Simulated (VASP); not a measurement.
# Nb16H (a cell with a defect) in VASP: notebook, part 2 of 2

VASP 6.6.1. Earlier steps stand in the parts before.

## Step 4: Single point, PBEsol

File INCAR:

```
SYSTEM = Nb16H
PREC     = Accurate       ! precision mode
ENCUT    = 520            ! plane-wave cutoff, eV
EDIFF    = 1E-6           ! SCF threshold, eV
ISMEAR   = -1             ! smearing method
SIGMA    = 0.05           ! smearing width, eV
LREAL    = Auto         
LASPH    = .TRUE.         ! aspherical terms in the spheres
NELM     = 80             ! most SCF steps
ALGO     = Normal         ! electronic algorithm
ISIF     = 2              ! what is computed and relaxed
LWAVE    = .FALSE.        ! write WAVECAR
LCHARG   = .FALSE.        ! write CHGCAR
GGA      = PS             ! functional
NBANDS   = 118            ! bands
```

File KPOINTS:

```
regular mesh
0
G
  2 2 2
  0 0 0
```

File POSCAR:

```
Nb16H
1.0
    6.6000000000      0.0000000000      0.0000000000
    0.0000000000      6.6000000000      0.0000000000
    0.0000000000      0.0000000000      6.6000000000
Nb H
16 1
Direct
    0.0003333333     -0.0226969697     -0.0056969697
    0.5116818182     -0.0052424242      0.0085000000
   -0.0189090909      0.5103333333     -0.0228484848
    0.0173787879      0.0073484848      0.4742878788
    0.2290606061      0.2617424242      0.2537878788
    0.5005454545      0.4925757576     -0.0105606061
    0.5396666667      0.0048636364      0.4795303030
    0.7616818182      0.2554696970      0.2214545455
    0.0208181818      0.4903787879      0.4984090909
    0.2345303030      0.7376515152      0.2588030303
    0.2650606061      0.2066666667      0.7465909091
    0.5071212121      0.4668636364      0.5018181818
    0.7569090909      0.7586666667      0.2443030303
    0.7384545455      0.2449848485      0.7598030303
    0.2583333333      0.7208333333      0.7292727273
    0.7595000000      0.7528333333      0.7414848485
    0.4739090909      0.7276515152      0.5495303030
```

Potentials or basis: VASP PAW PBE potentials, release 64 (Nb_sv, H).

Launch:

```
cat potpaw_PBE.64/Nb_sv/POTCAR potpaw_PBE.64/H/POTCAR > POTCAR
mpirun -np 1 vasp_std > vasp.out
```

OUTCAR:

```text
SYSTEM = Nb16H
   PREC = Accurate
   ENCUT = 520
   EDIFF = 1E-6
   ISMEAR = -1
   LREAL = Auto
   LASPH = .TRUE.
   NELM = 80
   ISIF = 2
   GGA = PS

 ion  position               nearest neighbor table
   1  0.000  0.977  0.994-  13 2.72  16 2.74  10 2.82  11 2.83   8 2.85  14 2.92   5 2.96  15 2.97

   2  0.512  0.995  0.008-  13 2.73  11 2.76   8 2.77  14 2.77  16 2.89  10 2.99   5 3.03
   3  0.981  0.510  0.977-  16 2.67   8 2.74  14 2.77  15 2.82  13 2.83  10 2.92   5 2.95
   4  0.017  0.007  0.474-   5 2.62  10 2.69  11 2.76  13 2.82   8 2.88  16 2.97  15 2.99
   5  0.229  0.262  0.254-   9 2.60   4 2.62  12 2.81   6 2.93   3 2.95   1 2.96   2 3.03
   6  0.501  0.493  0.989-  14 2.73   8 2.79  15 2.79  11 2.92  16 2.92   5 2.93  13 2.96  10 2.98
[... 11 lines left out ...]
  13  0.757  0.759  0.244-   7 2.67   1 2.72   2 2.73   4 2.82   3 2.83   6 2.96   9 3.00
  14  0.738  0.245  0.760-  12 2.72   6 2.73   7 2.77   2 2.77   3 2.77   1 2.92   9 3.01
  15  0.258  0.721  0.729-  17 1.85   9 2.66  12 2.79   6 2.79   3 2.82   1 2.97   4 2.99
  16  0.760  0.753  0.741-   3 2.67   1 2.74   7 2.80   2 2.89   9 2.92   6 2.92   4 2.97  12 2.97

  17  0.474  0.728  0.550-  12 1.76  15 1.85   7 1.94

  LATTYP: Found a simple cubic cell.
 ALAT       =     6.6000000000

  Lattice vectors:

 A1 = (   6.6000000000,   0.0000000000,   0.0000000000)
 A2 = (   0.0000000000,   6.6000000000,   0.0000000000)
 A3 = (   0.0000000000,   0.0000000000,   6.6000000000)

Analysis of symmetry for initial positions (statically):
=====================================================================
 Subroutine PRICEL returns:
 Original cell was already a primitive cell.

 Routine SETGRP: Setting up the symmetry group for a
 simple cubic supercell.

 Subroutine GETGRP returns: Found  1 space group operations
 (whereof  1 operations were pure point group operations)
 out of a pool of 48 trial point group operations.

The static configuration has the point symmetry C_1 .

Analysis of symmetry for dynamics (positions and initial velocities):
=====================================================================
 Subroutine PRICEL returns:
 Original cell was already a primitive cell.

 Routine SETGRP: Setting up the symmetry group for a
 simple cubic supercell.

 Subroutine GETGRP returns: Found  1 space group operations
 (whereof  1 operations were pure point group operations)
 out of a pool of 48 trial point group operations.

The dynamic configuration has the point symmetry C_1 .

 Subroutine INISYM returns: Found  1 space group operations
 (whereof  1 operations are pure point group operations),
 and found     1 'primitive' translations

----------------------------------------------------------------------------------------

                                     Primitive cell

  volume of cell :     287.4960

  direct lattice vectors                    reciprocal lattice vectors
     6.600000000  0.000000000  0.000000000     0.151515152  0.000000000  0.000000000
     0.000000000  6.600000000  0.000000000     0.000000000  0.151515152  0.000000000
     0.000000000  0.000000000  6.600000000     0.000000000  0.000000000  0.151515152

  length of vectors
     6.600000000  6.600000000  6.600000000     0.151515152  0.151515152  0.151515152
[... 63 lines left out ...]

 Found      8 irreducible k-points:

 Following reciprocal coordinates:
            Coordinates               Weight
  0.000000  0.000000  0.000000      1.000000
  0.500000  0.000000  0.000000      1.000000
  0.000000  0.500000  0.000000      1.000000
  0.000000  0.000000  0.500000      1.000000
  0.500000  0.500000  0.000000      1.000000
  0.000000  0.500000  0.500000      1.000000
  0.500000  0.000000  0.500000      1.000000
  0.500000  0.500000  0.500000      1.000000
   k-points           NKPTS =      8   k-points in BZ     NKDIM =      8   number of bands    NBANDS=    118
   number of dos      NEDOS =    301   number of ions     NIONS =     17
   total plane-waves  NPLWV = 125000
   dimension x,y,z NGX =    50 NGY =   50 NGZ =   50
   dimension x,y,z NGXF=   100 NGYF=  100 NGZF=  100
   ions per type =              16   1
   NGX,Y,Z   is equivalent  to a cutoff of  12.59, 12.59, 12.59 a.u.
   NGXF,Y,Z  is equivalent  to a cutoff of  25.19, 25.19, 25.19 a.u.
 SYSTEM =  Nb16H
   PREC   = accura    normal or accurate (medium, high low for compatibility)
   ISTART =      0    job   : 0-new  1-cont  2-samecut
   ICHARG =      2    charge: 1-file 2-atom 10-const
   ISPIN  =      1    spin polarized calculation?
   LNONCOLLINEAR =      F non collinear calculations
   LSORBIT =      F    spin-orbit coupling
   LASPH  =      T    aspherical Exc in radial PAW
   ENCUT  =  520.0 eV  38.22 Ry    6.18 a.u.  12.27 12.27 12.27*2*pi/ulx,y,z
   NELM   =     80;   NELMIN=  2; NELMDL= -5     # of ELM steps
   EDIFF  = 0.1E-05   stopping-criterion for ELM
   LREAL  =      T    real-space projection
   EDIFFG = 0.1E-04   stopping-criterion for IOM
   NSW    =      0    number of steps for IOM
[... 5 lines left out ...]
   TEBEG  =    0.0;   TEEND  =   0.0 temperature during run
   PSTRESS=    0.0 pullay stress
   NELECT =     209.0000    total number of electrons
   NUPDOWN=      -1.0000    fix difference up-down
   EMIN   =  10.00;   EMAX   =-10.00  energy-range for DOS
   EFERMI =   0.00;   METHOD = LEGACY
   ISMEAR =    -1;   SIGMA  =   0.05  broadening in eV -4-tet -1-fermi 0-gaus
   EFERMI_NEDOS =   21; number of points for ismear=-14 and -15
   IALGO  =     38    algorithm
   IMIX   =      4    mixing-type and parameters
     AMIX     =   0.40;   BMIX     =  1.00
     AMIX_MAG =   1.60;   BMIX_MAG =  1.00
  volume/ion in A,a.u.               =      16.91       114.12
  Fermi-wavevector in a.u.,A,eV,Ry     =   1.472018  2.781710 29.481589  2.166836
  Thomas-Fermi vector in A             =   2.587083
   LORBIT       =      0    0 simple, 1 ext, 2 COOP (PROOUT), +10 PAW based schemes
   GGA     = PS    functional components
   LHFCALC =     F    Hartree Fock is set to
   AEXX    =    0.0000 exact exchange contribution
   IVDW    =     0    specifies the selected vdW correction
   LEPSILON=     F    determine dielectric tensor
   LRPA    =     F    only Hartree local field effects (RPA)
 non-spin polarized calculation
  energy-cutoff  :      520.00
  volume of cell :      287.50
 maximum number of plane-waves:      7809
 NGX is ok and might be reduce to    50
   NGX = 25   NGY = 25   NGZ = 25

 number of electron     209.0000007 magnetization

 Free energy of the ion-electron system (eV)
  ---------------------------------------------------
  ext. energy  EPLUGINS =         0.00000000
  ---------------------------------------------------
  free energy    TOTEN  =      -178.20476983 eV

  energy without entropy =     -178.08808991  energy(sigma->0) =     -178.14642987

 E-fermi :  11.2345     XC(G=0): -12.6633

 val. band max:       11.2281872081   @ k =   0.0000   0.0000   0.5000
 cond. band min:      11.2354619173   @ k =   0.0000   0.5000   0.5000
 fundamental gap:      0.0072747092
 Fermi energy:        11.2344937343

 k-point     1 :       0.0000    0.0000    0.0000
  band No.  band energies     occupation
      1     -43.2100      2.00000
      2     -43.0430      2.00000
      3     -43.0166      2.00000
      4     -43.0129      2.00000
      5     -42.9883      2.00000
      6     -42.9811      2.00000
[... 941 lines left out ...]
    115      13.7043      0.00000
    116      13.8458      0.00000
 [bands above 116 left out]

------------------------ aborting loop because EDIFF is reached ----------------------------------------

  FORCE on cell =-STRESS in cart. coord.  units (eV):
  Direction    XX          YY          ZZ          XY          YZ          ZX
  --------------------------------------------------------------------------------------
  -------------------------------------------------------------------------------------
  Total       -1.0437203      1.7191307     -0.2810455     -0.1474683      1.1275665     -0.3682685
  in kB       -5.8165155      9.5804889     -1.5662296     -0.8218215      6.2837794     -2.0523118
  external PRESSURE =       0.7325813 kB  Pullay stress =       0.0000000 kB

 VOLUME and BASIS-vectors are now :
 -----------------------------------------------------------------------------
  energy-cutoff  :      520.00
  volume of cell :      287.50
      direct lattice vectors                 reciprocal lattice vectors
     6.600000000  0.000000000  0.000000000     0.151515152  0.000000000  0.000000000
     0.000000000  6.600000000  0.000000000     0.000000000  0.151515152  0.000000000
     0.000000000  0.000000000  6.600000000     0.000000000  0.000000000  0.151515152

 POSITION                                       TOTAL-FORCE (eV/Angst)
 -----------------------------------------------------------------------------------
      0.00220      6.45020      6.56240         0.273204      1.130574     -0.243796
      3.37710      6.56540      0.05610        -0.884895     -0.554440     -0.612556
      6.47520      3.36820      6.44920         1.338248     -0.876451      0.704481
      0.11470      0.04850      3.13030        -0.568382     -1.004868      1.480865
      1.51180      1.72750      1.67500         1.894341     -1.047973     -1.453389
      3.30360      3.25100      6.53030        -0.770953      0.223714      0.625260
[... 9 lines left out ...]
      5.01270      4.96870      4.89380        -0.283740     -0.430825     -0.265867
      3.12780      4.80250      3.62690         0.323397      1.236272     -0.096636
 -----------------------------------------------------------------------------------
    total drift:                               -0.001448      0.001550     -0.000658

  FREE ENERGIE OF THE ION-ELECTRON SYSTEM (eV)
  ---------------------------------------------------
  free  energy   TOTEN  =      -178.2047698307 eV

  energy  without entropy=     -178.0880899125  energy(sigma->0) =     -178.14642987
```

It took 10 min on 1 thread of Intel Xeon Platinum 8488C (Sapphire Rapids), shared host; peak memory 0.45 GiB.

What came out:

| Item | Value |
| --- | --- |
| Free energy | -178.2048 eV |
| Pressure | 0.1 GPa |
| Largest force | 2.608 eV/Å |

Forces on the atoms (eV/Å):
```
Nb   0.273  1.131 -0.244
Nb  -0.885 -0.554 -0.613
Nb   1.338 -0.876  0.704
Nb  -0.568 -1.005  1.481
Nb   1.894 -1.048 -1.453
Nb  -0.771  0.224  0.625
Nb  -1.755 -0.161  0.626
Nb  -0.540  0.203  1.187
Nb  -1.672  0.145  0.115
Nb   1.350  0.299 -1.300
Nb  -0.388  1.439  0.021
Nb   0.370 -0.217 -0.914
Nb   0.141 -0.936 -0.471
Nb   1.548 -0.631 -1.007
Nb  -0.374  1.183  1.606
Nb  -0.284 -0.431 -0.266
H    0.323  1.236 -0.097
```

Stress tensor (GPa, compression positive):
```
-0.58 -0.08 -0.21
-0.08  0.96  0.63
-0.21  0.63 -0.16
```

Levels at points of the mesh, in eV from the Fermi level:
| k point | band 101 | band 102 | band 103 | band 104 | band 105 | band 106 | band 107 | band 108 |
| --- | --- | --- | --- | --- | --- | --- | --- | --- |
| (0.00, 0.00, 0.00) | 0.31 | 0.45 | 0.56 | 0.58 | 0.63 | 0.65 | 0.72 | 0.76 |
| (0.50, 0.00, 0.00) | -0.26 | -0.14 | 0.08 | 0.20 | 0.22 | 0.25 | 0.37 | 0.51 |
| (0.00, 0.50, 0.00) | -0.28 | -0.05 | 0.10 | 0.18 | 0.24 | 0.33 | 0.44 | 0.51 |
| (0.00, 0.00, 0.50) | -0.21 | -0.09 | -0.01 | 0.05 | 0.16 | 0.24 | 0.40 | 0.55 |
| (0.50, 0.50, 0.00) | -0.52 | -0.45 | -0.44 | -0.36 | -0.29 | -0.07 | 0.06 | 0.18 |
| (0.00, 0.50, 0.50) | -0.47 | -0.37 | -0.33 | -0.29 | -0.27 | -0.10 | -0.06 | 0.00 |
| (0.50, 0.00, 0.50) | -0.47 | -0.40 | -0.33 | -0.30 | -0.23 | -0.16 | 0.01 | 0.16 |
| (0.50, 0.50, 0.50) | -1.12 | -1.07 | -1.02 | -0.99 | -0.98 | -0.93 | -0.85 | -0.79 |

Caveat: the k points lie up to 0.48 Å⁻¹ apart; the PAW data sets were made with another functional, which shifts forces and pressure a little.
